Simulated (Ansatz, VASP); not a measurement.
## One calculation of MgO, two programs

INCAR

```
PREC = Accurate ; ENCUT = 520
EDIFF = 1E-7 ; ISMEAR = -1
SIGMA = 0.02 ; LREAL = F
LASPH = T ; NELM = 60
ALGO = Normal ; ISIF = 2
LWAVE = F ; LCHARG = T
GGA = PE ; LELF = T
LVHAR = T ; NBANDS = 11
```

The input KPOINTS:

```
regular mesh
0
Gamma
  10 10 10
```

POSCAR

```
MgO
1.0
    0.0000000000      2.1021674158      2.1021674158
    2.0948098299      0.0000000000      2.1021674158
    2.0948098299      2.1021674158      0.0000000000
Mg O
1 1
Direct
    0.0000000000      0.0000000000      0.0000000000
    0.5000000000      0.5000000000      0.5000000000
```

Input for Ansatz:

```yaml
crystal:
  lattice:
    - [0.0, 2.1021674158, 2.1021674158]
    - [2.0948098299, 0.0, 2.1021674158]
    - [2.0948098299, 2.1021674158, 0.0]
  atoms:
    - { symbol: Mg, position: [0.0, 0.0, 0.0] }
    - { symbol: O, position: [0.5, 0.5, 0.5] }
kpoints:
  mp_grid: { grid: [10, 10, 10] }
  band_path:
    path:
      - [0.0, 0.0, 0.0]
      - [0.5, 0.0, 0.5]
      - [0.625, 0.25, 0.625]
      - [0.375, 0.375, 0.75]
      - [0.5, 0.5, 0.5]
      - [0.5, 0.25, 0.75]
    npoints: 1
hamiltonian:
  xc: pbe
scf:
  occupations: { method: fermi_dirac, width: 0.02 }
  n_extra_bands: 4
output:
  forces: true
  stress: true
  eigenvalues: true
```

Change from the starting cell: uniaxial_x strain -0.3%.

Alike in both runs: task single point; functional PBE; k mesh 10 × 10 × 10; occupations fermi-dirac, width 0.02 eV; no spin polarisation.

|  | VASP | Ansatz |
| --- | --- | --- |
| version | VASP 6.6.1 | Ansatz 0.2.0 |
| potentials or method | VASP PAW PBE potentials, release 64 (Mg, O) | plane waves, PAW |
| plane-wave cutoff (eV) | 520 | 420 |
| valence electrons in the cell | 8 | 16 |

```tsv
	VASP	Ansatz	Ansatz less VASP
gap on the k mesh at the Fermi level (eV)	4.81	4.83	+0.016
pressure (GPa)	5.5	6.2	+0.71
traceless stress, the component that is largest in VASP (GPa)	0.53	0.52	-0.003
```

The functional is the same, so the differences come from potentials, cutoffs and numerics. VASP's potentials hold 8 valence electrons a cell and Ansatz's 16, so a difference there can come from the potentials and not from the codes.
